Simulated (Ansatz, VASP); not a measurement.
Two plane-wave programs on V

```
CELL_PARAMETERS angstrom
0.00000 1.88463 1.88463
1.88463 0.00000 1.88463
1.88463 1.88463 0.00000
ATOMIC_POSITIONS crystal
V 0.00000 0.00000 0.00000
```

Alike in both runs: functional PBEsol; k mesh 18 × 18 × 18; occupations gaussian, width 0.1 eV; no spin polarisation.

Ansatz relaxed the structure, and its values are those at the end. VASP's run is a single point on that final structure, the one shown.

|  | VASP | Ansatz |
| --- | --- | --- |
| version | VASP 6.6.1 | Ansatz 0.2.0 |
| potentials or method | VASP PAW PBE potentials, release 64 (V_sv), cutoff 520 eV | scalar-relativistic, plane waves, PAW |
| valence electrons in the cell | 13 | 13 |

|  | VASP | Ansatz | Ansatz less VASP |
| --- | --- | --- | --- |
| gap on the k mesh at the Fermi level (eV) | none | none | - |
| pressure (GPa) | 0.2 | 0.0 | -0.23 |

VASP's potentials were made for PBE, not for PBEsol. A gap of «none» marks a metal or a gap that the smearing closes.
